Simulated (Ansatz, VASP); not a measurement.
## KCl in VASP and in Ansatz

File POSCAR:

```
KCl
1.0
    0.0000000000      3.1087585000      3.1561000000
    3.1087585000      0.0000000000      3.1561000000
    3.1087585000      3.1087585000      0.0000000000
K Cl
1 1
Direct
    0.0000000000      0.0000000000      0.0000000000
    0.5000000000      0.5000000000      0.5000000000
```

The input INCAR.step1:

```
SYSTEM = KCl
  PREC = Accurate
  ENCUT = 520
  ISMEAR = 0
  SIGMA = 0.05
  LREAL = .False.
  LASPH = .True.
  NELM = 80
  NBANDS = 15
  GGA = PE
  ALGO = Normal
  EDIFF = 1E-4
  LWAVE = .True.
  LCHARG = .False.
```

The input INCAR.step2:

```
SYSTEM = KCl
  PREC = Accurate
  ENCUT = 520
  EDIFF = 1E-6
  ISMEAR = 0
  SIGMA = 0.05
  LREAL = .False.
  LASPH = .True.
  NELM = 80
  ALGO = Normal
  ISIF = 2
  LWAVE = .False.
  LCHARG = .False.
  METAGGA = R2SCAN
  LMIXTAU = .True.
  NBANDS = 15
  ISTART = 1
```

Contents of KPOINTS:

```
Automatic mesh
0
Gamma
  6 6 6
  0 0 0
```

Input for Ansatz:

```yaml
crystal:
  lattice:
    - [0.0, 3.1087585, 3.1561]
    - [3.1087585, 0.0, 3.1561]
    - [3.1087585, 3.1087585, 0.0]
  atoms:
    - { symbol: K, position: [0.0, 0.0, 0.0] }
    - { symbol: Cl, position: [0.5, 0.5, 0.5] }
basis:
  ecutwfc: 500
kpoints:
  mp_grid: { grid: [6, 6, 6] }
hamiltonian:
  xc: r2scan
scf:
  occupations: { method: gaussian, width: 0.05 }
output:
  forces: true
  stress: true
  eigenvalues: true
```

Change from the starting cell: strain -0.0150 x Voigt [1, 1, 0, 0, 0, 0], atoms carried along.

Alike in both runs: task single point; functional r2SCAN; k mesh 6 × 6 × 6; occupations gaussian, width 0.05 eV; no spin polarisation.

|  | VASP | Ansatz |
| --- | --- | --- |
| version | VASP 6.6.1 | Ansatz 0.2.0 |
| potentials or method | VASP PAW PBE potentials, release 64 (K_sv, Cl), cutoff 520 eV | scalar-relativistic, plane waves, PAW |
| valence electrons in the cell | 16 | 16 |

VASP gave:

```
gap on the k mesh at the Fermi level (eV)                     : 5.90
least direct gap on the mesh (eV)                             : 5.90
pressure (GPa)                                                : 0.4
traceless stress, the component that is largest in VASP (GPa) : -0.45
```

Question: Which values does Ansatz return?

Answer: gap on the k mesh at the Fermi level (eV): 5.90; least direct gap on the mesh (eV): 5.90; pressure (GPa): 0.4; traceless stress, the component that is largest in VASP (GPa): -0.44.

VASP's potentials were made for PBE, not for r2SCAN.
